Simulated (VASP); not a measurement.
# Ti4Al in VASP: notebook, part 2 of 3

VASP 6.6.1. Earlier steps stand in the parts before.

### 3 Single point, PBE

INCAR

```
SYSTEM = Ti4Al
ALGO = Normal ; EDIFF = 1E-6
ENCUT = 520 ; GGA = PE
ISIF = 2 ; ISMEAR = -1
ISYM = 0 ; LASPH = .TRUE.
LCHARG = .FALSE. ; LREAL = Auto
LWAVE = .FALSE. ; NBANDS = 118
NELM = 60 ; PREC = Accurate
SIGMA = 0.1568
```

KPOINTS

```
Automatic mesh
0
Gamma
  1 1 1
  0.25 0.25 0.25
```

POSCAR

```
Ti4Al
1.0
    7.4031320000      0.0101080000     -0.1346870000
    0.0101080000      7.0902150000     -0.0499130000
   -0.1346870000     -0.0499130000      7.0297780000
Ti Al
16 4
Direct
    0.8006741372      0.9951160514      0.2785640777
    0.5524491602      0.9566383025      0.6199466623
    0.3222026405      0.2662588416      0.7576233964
    0.0653465417      0.3469310893      0.4032523788
    0.7490811742      0.3348004082      0.1589683755
    0.3190077712      0.4401329530      0.0902128852
    0.3872665405      0.4963752926      0.4765098341
    0.9600779411      0.7361153945     -0.0205782110
    0.7505268020      0.2899478935      0.5510834585
    0.7762796438      0.0440046117      0.9150880979
    0.8176847436      0.6798875496      0.5450295489
    0.3920023247      0.1243900481      0.3608387488
    0.3918521816      0.8922297701      0.9758928745
    0.0726315897      0.0103294291      0.6150308166
    0.6077474232      0.5711989770      0.8671221099
    0.2233360878      0.6856278745      0.7726348132
    0.9554992985      0.3424345916      0.8452319934
    0.2358446275      0.7985329907      0.3263379558
    0.6612210345      0.6919040879      0.1974308273
    0.0992780450      0.1000046677      0.1055656374
```

Potentials or basis: VASP PAW PBE potentials, release 64 (Ti_sv, Al).

The run is started by

```console
cat potpaw_PBE.64/Ti_sv/POTCAR potpaw_PBE.64/Al/POTCAR > POTCAR
mpirun -np 1 vasp_std > vasp.out
```

OUTCAR:

```text
SYSTEM = Ti4Al
   EDIFF = 1E-6
   ENCUT = 520
   GGA = PE
   ISIF = 2
   ISMEAR = -1
   ISYM = 0
   LASPH = .TRUE.
   LREAL = Auto
   NELM = 60
   PREC = Accurate

 ion  position               nearest neighbor table
   1  0.801  0.995  0.279-  19 2.44  10 2.58   5 2.58  20 2.68   9 2.85
   2  0.552  0.957  0.620-  12 2.46  10 2.67  11 2.83   9 2.84  13 2.85
   3  0.322  0.266  0.758-   6 2.63   7 2.64  14 2.75  17 2.85
   4  0.065  0.347  0.403-   9 2.62   7 2.64  20 2.73  14 2.83   5 2.85  12 2.91
   5  0.749  0.335  0.159-   1 2.58  19 2.63  10 2.67  17 2.73   9 2.78  15 2.84   4 2.85  20 3.11

   6  0.319  0.440  0.090-   3 2.63   7 2.77  15 2.86  16 2.92  20 2.92  18 3.09
   7  0.387  0.496  0.477-  18 2.63   3 2.64   4 2.64  12 2.75   6 2.77  16 2.78
   8  0.960  0.736  0.979-  16 2.50  10 2.61  19 2.76  20 2.90  17 2.93
   9  0.751  0.290  0.551-  17 2.54   4 2.62   5 2.78  11 2.81   2 2.84   1 2.85
  10  0.776  0.044  0.915-  17 2.56   1 2.58   8 2.61   2 2.67   5 2.67  20 2.72
  11  0.818  0.680  0.545-  19 2.67   9 2.81   2 2.83  15 2.91
  12  0.392  0.124  0.361-   2 2.46  18 2.59   7 2.75  20 2.77   4 2.91
  13  0.392  0.892  0.976-  16 2.36  20 2.79  18 2.85   2 2.85  19 2.87  15 2.89
  14  0.073  0.010  0.615-   3 2.75  16 2.78  18 2.81   4 2.83  17 2.98
  15  0.608  0.571  0.867-  19 2.48   5 2.84   6 2.86  13 2.89  11 2.91  17 3.05
  16  0.223  0.686  0.773-  13 2.36   8 2.50   7 2.78  14 2.78   6 2.92
  17  0.955  0.342  0.845-   9 2.54  10 2.56  20 2.72   5 2.73   3 2.85   8 2.93  14 2.98  15 3.05

  18  0.236  0.799  0.326-  12 2.59   7 2.63  14 2.81  20 2.82  13 2.85   6 3.09
  19  0.661  0.692  0.197-   1 2.44  15 2.48   5 2.63  11 2.67   8 2.76  13 2.87
  20  0.099  0.100  0.106-   1 2.68  17 2.72  10 2.72   4 2.73  12 2.77  13 2.79  18 2.82   8 2.90
                             6 2.92   5 3.11

IMPORTANT INFORMATION: All symmetrisations will be switched off!
NOSYMM: (Re-)initialisation of all symmetry stuff for point group C_1.

----------------------------------------------------------------------------------------

                                     Primitive cell

  volume of cell :     368.8440

  direct lattice vectors                    reciprocal lattice vectors
[... 127 lines left out ...]
   IVDW    =     0    specifies the selected vdW correction
   LEPSILON=     F    determine dielectric tensor
   LRPA    =     F    only Hartree local field effects (RPA)
 non-spin polarized calculation
  energy-cutoff  :      520.00
  volume of cell :      368.84
 maximum number of plane-waves:      9923
 NGX is ok and might be reduce to    56
   NGX = 27   NGY = 27   NGZ = 27

 number of electron     204.0000009 magnetization

 Free energy of the ion-electron system (eV)
  ---------------------------------------------------
  ext. energy  EPLUGINS =         0.00000000
  ---------------------------------------------------
  free energy    TOTEN  =      -137.56636050 eV

  energy without entropy =     -135.20953184  energy(sigma->0) =     -136.38794617

 E-fermi :   7.2519     XC(G=0): -10.8588

 val. band max:        7.2354681264   @ k =   0.2500   0.2500   0.2500
 cond. band min:       7.2839259009   @ k =   0.2500   0.2500   0.2500
 fundamental gap:      0.0484577746
 Fermi energy:         7.2518576645

 k-point     1 :       0.2500    0.2500    0.2500
  band No.  band energies     occupation
      1     -49.5838      2.00000
      2     -49.5213      2.00000
      3     -49.4990      2.00000
      4     -49.4663      2.00000
      5     -49.4477      2.00000
      6     -49.4121      2.00000
[... 106 lines left out ...]
    113       7.9557      0.02222
    114       8.1082      0.00846
 [bands above 114 left out]

------------------------ aborting loop because EDIFF is reached ----------------------------------------

  FORCE on cell =-STRESS in cart. coord.  units (eV):
  Direction    XX          YY          ZZ          XY          YZ          ZX
  --------------------------------------------------------------------------------------
  -------------------------------------------------------------------------------------
  Total      -11.8930390      0.1160428      0.5009463      1.6181976      2.8632541      3.5252626
  in kB      -51.6607524      0.5040645      2.1760010      7.0290953     12.4373476     15.3129676
  external PRESSURE =     -16.3268956 kB  Pullay stress =       0.0000000 kB

 VOLUME and BASIS-vectors are now :
 -----------------------------------------------------------------------------
  energy-cutoff  :      520.00
  volume of cell :      368.84
      direct lattice vectors                 reciprocal lattice vectors
     7.403132000  0.010108000 -0.134687000     0.135125281 -0.000174422  0.002587694
     0.010108000  7.090215000 -0.049913000    -0.000174422  0.141046722  0.000998122
    -0.134687000 -0.049913000  7.029778000     0.002587694  0.000998122  0.142308669

 POSITION                                       TOTAL-FORCE (eV/Angst)
 -----------------------------------------------------------------------------------
      5.90004      7.04978      1.80073         0.885125      0.706179      1.844534
      4.01603      6.75741      4.23593        -0.488607     -1.120980     -0.152590
      2.28596      1.85327      5.26924         0.777699     -0.764357     -0.012182
      0.43296      2.44035      2.80866         0.099847      1.027922      0.377337
      5.52752      2.37344      0.99991        -0.643236      0.439574      0.068804
      2.35396      3.11936      0.56924         0.027593      0.717438      0.609721
[... 12 lines left out ...]
      4.87551      4.90258      1.26430        -1.569549     -0.699804      1.033944
      0.72176      0.70479      0.72374         0.364975     -0.115002     -0.760412
 -----------------------------------------------------------------------------------
    total drift:                                0.042779      0.037517      0.009293

  FREE ENERGIE OF THE ION-ELECTRON SYSTEM (eV)
  ---------------------------------------------------
  free  energy   TOTEN  =      -137.5663604984 eV

  energy  without entropy=     -135.2095318366  energy(sigma->0) =     -136.38794617
```

Run time: 93 s. Hardware: 1 thread of Intel Xeon 6975P-C (Granite Rapids), shared host; peak memory 0.37 GiB.

Results:

- Free energy: -137.5664 eV
- Pressure: -1.6 GPa
- Largest force: 2.728 eV/Å
- Band gap on the k mesh: 0.05 eV

Forces on the atoms (eV/Å):
```
Ti   0.885  0.706  1.845
Ti  -0.489 -1.121 -0.153
Ti   0.778 -0.764 -0.012
Ti   0.100  1.028  0.377
Ti  -0.643  0.440  0.069
Ti   0.028  0.717  0.610
Ti   2.013  0.342  0.299
Ti   0.085 -0.658  0.727
Ti  -1.673 -0.670 -0.362
Ti  -1.800 -0.821 -0.759
Ti   1.277 -0.023  0.651
Ti   0.037  1.251 -1.055
Ti   1.008  1.085  1.139
Ti  -0.706  0.257  0.679
Ti  -0.284 -0.419 -2.058
Ti  -0.062 -1.635 -1.971
Al   1.858  1.998  0.032
Al  -1.208 -0.897 -0.330
Al  -1.570 -0.700  1.034
Al   0.365 -0.115 -0.760
```

Levels at points of the mesh, in eV from the valence-band top:
```
           k point  band 98  band 99  band 100  band 101  band 102  band 103  band 104  band 105  band 106  band 107
(0.25, 0.25, 0.25)    -0.32    -0.23     -0.14     -0.07      0.00      0.05      0.14      0.20      0.22      0.31
```

Caveat: the k points lie up to 0.89 Å⁻¹ apart.

### 4 Single point, PBE

INCAR

```
SYSTEM = Ti4Al
ALGO = Normal
EDIFF = 1E-6
ENCUT = 520
GGA = PE
ISIF = 2
ISMEAR = -1
ISYM = 0
LASPH = .True.
LCHARG = .False.
LREAL = Auto
LWAVE = .False.
NBANDS = 118
NELM = 80
PREC = Accurate
SIGMA = 0.1568
```

KPOINTS is that of step 3.

POSCAR

```
Ti4Al
1.0
    7.4031320000      0.0101080000     -0.1346870000
    0.0101080000      7.0902150000     -0.0499130000
   -0.1346870000     -0.0499130000      7.0297780000
Ti Al
16 4
Direct
    0.8235779117      1.0100031046      0.3609858694
    0.4739427228      0.8570593362      0.6063665632
    0.3455868474      0.2557082897      0.7720622506
    0.0834630462      0.4089740916      0.5060982738
    0.7557441407      0.3962901239      0.1795372400
    0.3545277612      0.4251577349      0.1375656783
    0.5193159712      0.5180135673      0.4842988956
    0.9743666008      0.7611855156      0.0639083577
    0.6724254548      0.2428565274      0.6114413094
    0.7371794227     -0.0183709396      0.8983931692
    0.8918316543      0.7409819939      0.6089251701
    0.3518113238      0.1476582673      0.3741504325
    0.3827311726      0.9783201080      1.0145763927
    0.0890133189      0.0381364384      0.6678880103
    0.6625819951      0.5832153237      0.8503278777
    0.2543696826      0.6522321311      0.7306354698
    1.0319381791      0.4461418559      0.8760545406
    0.2022006005      0.7676774352      0.3909985317
    0.6073482964      0.7447377158      0.2433153669
    0.0415714196      0.1396083322      0.0784624209
```

Potentials or basis: VASP PAW PBE potentials, release 64 (Ti_sv, Al).

The run is started by

```console
cat potpaw_PBE.64/Ti_sv/POTCAR potpaw_PBE.64/Al/POTCAR > POTCAR
mpirun -np 1 vasp_std > vasp.out
```

OUTCAR:

```text
SYSTEM = Ti4Al
   EDIFF = 1E-6
   ENCUT = 520
   GGA = PE
   ISIF = 2
   ISMEAR = -1
   ISYM = 0
   LASPH = .True.
   LREAL = Auto
   NELM = 80
   PREC = Accurate

 ion  position               nearest neighbor table
   1  0.824  0.010  0.361-  19 2.58  11 2.64   9 2.67  20 2.77  14 2.87
   2  0.474  0.857  0.606-  16 2.38  18 2.55   7 2.57  12 2.78  19 2.87  10 2.91
   3  0.346  0.256  0.772-  14 2.53  13 2.63   9 2.71  17 2.80   6 2.82   4 2.87  12 2.89  16 2.91

   4  0.083  0.409  0.506-  16 2.62  17 2.65  18 2.83  11 2.84   3 2.87  14 2.88  12 2.88
   5  0.756  0.396  0.180-  19 2.74  15 2.75  20 2.89  17 3.04
   6  0.355  0.425  0.138-  12 2.60   7 2.76   3 2.82  17 2.96  19 3.01  20 3.09
   7  0.519  0.518  0.484-   9 2.42  19 2.46   2 2.57   6 2.76  15 2.78  16 2.82  18 3.00
   8  0.974  0.761  0.064-  10 2.60  17 2.62  20 2.73  18 2.80  19 3.04
   9  0.672  0.243  0.611-   7 2.42   1 2.67   3 2.71  10 2.79
  10  0.737  0.982  0.898-   8 2.60  20 2.77  13 2.78   9 2.79  15 2.89  11 2.90   2 2.91
  11  0.892  0.741  0.609-  14 2.59   1 2.64  15 2.70  18 2.82   4 2.84  16 2.86  10 2.90  17 2.99

  12  0.352  0.148  0.374-   6 2.60   2 2.78  13 2.80   4 2.88   3 2.89  18 2.92  20 3.04
  13  0.383  0.978  0.015-   3 2.63  10 2.78  12 2.80  20 2.82  19 2.82
[... 180 lines left out ...]
      3     -49.5523      2.00000
      4     -49.5423      2.00000
      5     -49.5159      2.00000
      6     -49.4238      2.00000
[... 106 lines left out ...]
    113       8.0337      0.01176
    114       8.1207      0.00677
 [bands above 114 left out]

------------------------ aborting loop because EDIFF is reached ----------------------------------------

  FORCE on cell =-STRESS in cart. coord.  units (eV):
  Direction    XX          YY          ZZ          XY          YZ          ZX
  --------------------------------------------------------------------------------------
  -------------------------------------------------------------------------------------
  Total      -10.4218675      3.4699251     -2.8104649      1.5604988     -5.6700065      2.4240116
  in kB      -45.2703065     15.0725933    -12.2080432      6.7784646    -24.6292647     10.5293745
  external PRESSURE =     -14.1352521 kB  Pullay stress =       0.0000000 kB

 VOLUME and BASIS-vectors are now :
 -----------------------------------------------------------------------------
  energy-cutoff  :      520.00
  volume of cell :      368.84
      direct lattice vectors                 reciprocal lattice vectors
     7.403132000  0.010108000 -0.134687000     0.135125281 -0.000174422  0.002587694
     0.010108000  7.090215000 -0.049913000    -0.000174422  0.141046722  0.000998122
    -0.134687000 -0.049913000  7.029778000     0.002587694  0.000998122  0.142308669

 POSITION                                       TOTAL-FORCE (eV/Angst)
 -----------------------------------------------------------------------------------
      6.04854      0.06123      2.42623         0.287610      1.032615     -0.317425
      3.43565      6.05126      4.15601         2.097397      2.429835      0.550996
      2.45702      1.77798      5.36812         0.063862      0.566729      0.013712
      0.55386      2.87530      3.52610        -0.498715     -0.902745     -1.817148
      5.57470      2.80846      1.14054         0.062269     -0.664946      0.293900
      2.61038      3.01118      0.89809        -0.431764      0.875254     -0.626774
[... 12 lines left out ...]
      4.47104      5.27435      1.59148         0.006072      0.491068     -1.840212
      0.29860      0.98636      0.53901         0.986551      0.327857      0.620385
 -----------------------------------------------------------------------------------
    total drift:                                0.039386     -0.022666     -0.034269

  FREE ENERGIE OF THE ION-ELECTRON SYSTEM (eV)
  ---------------------------------------------------
  free  energy   TOTEN  =      -137.9823207475 eV

  energy  without entropy=     -135.6244318293  energy(sigma->0) =     -136.80337629
```

OSZICAR:

```text
N       E                     dE             d eps       ncg     rms          rms(c)
DAV:   1     0.295617522505E+04    0.29562E+04   -0.10066E+05   236   0.204E+03
DAV:   2     0.282214881337E+03   -0.26740E+04   -0.26338E+04   236   0.662E+02
DAV:   3    -0.838685633869E+02   -0.36608E+03   -0.35416E+03   348   0.211E+02
[... 17 lines left out ...]
DAV:  21    -0.137982331707E+03   -0.54352E-05   -0.45266E-04   328   0.124E-01    0.438E-02
DAV:  22    -0.137982317793E+03    0.13914E-04   -0.22207E-04   320   0.924E-02    0.175E-02
DAV:  23    -0.137982322436E+03   -0.46434E-05   -0.56691E-05   352   0.448E-02    0.177E-02
DAV:  24    -0.137982320450E+03    0.19859E-05   -0.26431E-05   304   0.336E-02    0.587E-03
DAV:  25    -0.137982320748E+03   -0.29733E-06   -0.65194E-06   232   0.142E-02
   1 F= -.13798232E+03 E0= -.13680338E+03  d E =-.235789E+01
```

stdout:

```text
POSCAR found type information on POSCAR TiAl
 POSCAR found :  2 types and      20 ions
 scaLAPACK will be used
 LDA part: xc-table for (Slater+PW92), standard interpolation
 POSCAR, INCAR and KPOINTS ok, starting setup
 FFT: planning ... GRIDC
 FFT: planning ... GRID_SOFT
 FFT: planning ... GRID
 WAVECAR not read
 entering main loop
```

Wall time 90 s (1 thread of Intel Xeon 6975P-C (Granite Rapids), shared host); peak memory 0.37 GiB.

What came out:

| Item | Value |
| --- | --- |
| Free energy | -137.9823 eV |
| Pressure | -1.4 GPa |
| Largest force | 3.257 eV/Å |
| Band gap on the k mesh | 0.04 eV |

Forces in eV/Å, atoms in the order of the input:
```
Ti   0.288  1.033 -0.317
Ti   2.097  2.430  0.551
Ti   0.064  0.567  0.014
Ti  -0.499 -0.903 -1.817
Ti   0.062 -0.665  0.294
Ti  -0.432  0.875 -0.627
Ti  -0.809 -1.006  0.728
Ti  -0.076 -0.108  0.096
Ti   1.691 -0.445  0.354
Ti  -0.071  0.342  0.130
Ti  -0.872 -0.884  0.097
Ti   0.143 -0.347  0.263
Ti  -0.366 -0.743 -0.076
Ti  -0.266 -0.134  0.248
Ti  -0.456  0.193  0.892
Ti   0.767  0.064  1.714
Al  -1.652 -1.241  0.464
Al  -0.608  0.153 -1.788
Al   0.006  0.491 -1.840
Al   0.987  0.328  0.620
```

Caveat: the k points lie up to 0.89 Å⁻¹ apart.

### 5 Single point, PBE

INCAR

```
ALGO = Normal
EDIFF = 1E-6
ENCUT = 520
GGA = PE
ISIF = 2
ISMEAR = -1
ISYM = 0
LASPH = True
LCHARG = False
LREAL = Auto
LWAVE = False
NBANDS = 118
NELM = 60
PREC = Accurate
SIGMA = 0.087
```

KPOINTS is that of step 4.

POSCAR

```
Ti4Al
1.0
    7.4031320000      0.0101080000     -0.1346870000
    0.0101080000      7.0902150000     -0.0499130000
   -0.1346870000     -0.0499130000      7.0297780000
Ti Al
16 4
Direct
    0.8192452091     -0.0002610194      0.3313815388
    0.5045588507      0.8658690464      0.6022034607
    0.3166997675      0.2236602283      0.8039450029
    0.0215189166      0.3708877756      0.4604328102
    0.7229305025      0.3563141007      0.1912921071
    0.2836859604      0.4523704417      0.1233984881
    0.5807295951      0.5111741701      0.5085405205
    0.9908228878      0.7400182331      0.0233929851
    0.7270153358      0.1957191783      0.6738870624
    0.7261495618      0.9819674063      0.9627342208
    0.8740736891      0.7138551783      0.6516705103
    0.3318911431      0.1749898591      0.4232460387
    0.3570094281      0.9451239090      0.0302199441
    0.0751154701      0.0427608809      0.6455854511
    0.6160628734      0.5719065919      0.8427435737
    0.2612472132      0.6320887917      0.7818628200
   -0.0070165399      0.3935835652      0.8809162821
    0.2229857582      0.7767672327      0.3575145710
    0.5996026211      0.7236379008      0.2219878945
    0.0576180365      0.1315378581      0.1376414518
```

The run is started by

```console
cat potpaw_PBE.64/Ti_sv/POTCAR potpaw_PBE.64/Al/POTCAR > POTCAR
mpirun -np 1 vasp_std > vasp.out
```

It took 92 s on 1 thread of Intel Xeon 6975P-C (Granite Rapids), shared host; peak memory 0.38 GiB.

The run converged. Its results:

* Free energy: -137.9678 eV
* Pressure: -2.4 GPa
* Largest force: 2.356 eV/Å
* Band gap on the k mesh: 0.06 eV

Forces on the atoms (eV/Å):
```
Ti  -0.544 -0.218  2.209
Ti   0.396  1.158  0.221
Ti   1.307  1.165 -0.065
Ti   0.207  0.902 -0.100
Ti  -0.281 -0.450 -0.848
Ti   0.736  0.291  0.826
Ti  -1.284 -1.219 -0.484
Ti  -0.024  0.230  0.908
Ti  -0.758  0.655 -1.015
Ti   0.058  0.051 -0.603
Ti   0.314  0.518 -0.956
Ti   0.955 -0.215 -0.881
Ti   0.379 -0.613  0.161
Ti  -0.462 -1.745  1.072
Ti   0.605 -0.368  2.247
Ti  -0.470 -0.126 -0.968
Al  -0.855 -0.185 -0.627
Al  -0.752 -0.302  0.401
Al  -0.234  0.001 -0.773
Al   0.706  0.471 -0.725
```

Stress tensor (GPa, compression positive):
```
-4.46  0.12  1.39
 0.12 -2.04 -1.94
 1.39 -1.94 -0.71
```

Levels at points of the mesh, in eV from the valence-band top:
```tsv
k point	band 98	band 99	band 100	band 101	band 102	band 103	band 104	band 105	band 106	band 107
(0.25, 0.25, 0.25)	-0.28	-0.21	-0.13	-0.07	0.00	0.06	0.12	0.19	0.27	0.29
```

Caveat: the k points lie up to 0.89 Å⁻¹ apart.

(Part 2 of 3 ends here.)
